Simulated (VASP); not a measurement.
C, 2 atoms in the cell. Symmetry: R-3m, No. 166, trigonal system. Conventional cell: a = 2.468 Å, b = 2.468 Å, c = 9.941 Å, α = 90.00°, β = 90.00°, γ = 120.00°. C (site symmetry 3m) has 3 C at 1.43 Å within 1.9 Å.  This cell differs from its parent crystal: z stretched by -1 % at fixed volume.

* Program: VASP 6.6.1
* Task: electric field gradients
* Functional: PBE
* Potentials or basis: VASP PAW PBE potentials, release 64 (C)
* Cutoff: 520 eV
* k mesh: 17 × 17 × 17
* Occupations: fermi-dirac, width 0.03 eV
* Spin: no spin polarisation
* Dipole correction: no
* Further INCAR settings: ALGO = Normal; EDIFF = 1e-08; NBANDS = 11

Potentials or basis: VASP PAW PBE potentials, release 64 (C).

Run with:

```console
$ cat potpaw_PBE.64/C/POTCAR > POTCAR
$ mpirun -np 1 vasp_std > vasp.out
```

Hardware: 1 thread of AMD EPYC 7R13, with other jobs on the host.

Question: Estimate the wall time of this run.

Answer: It took 6 min on 1 thread of AMD EPYC 7R13, on a shared host, peak memory 0.18 GiB. Counts: scf iterations 15, k points 489.
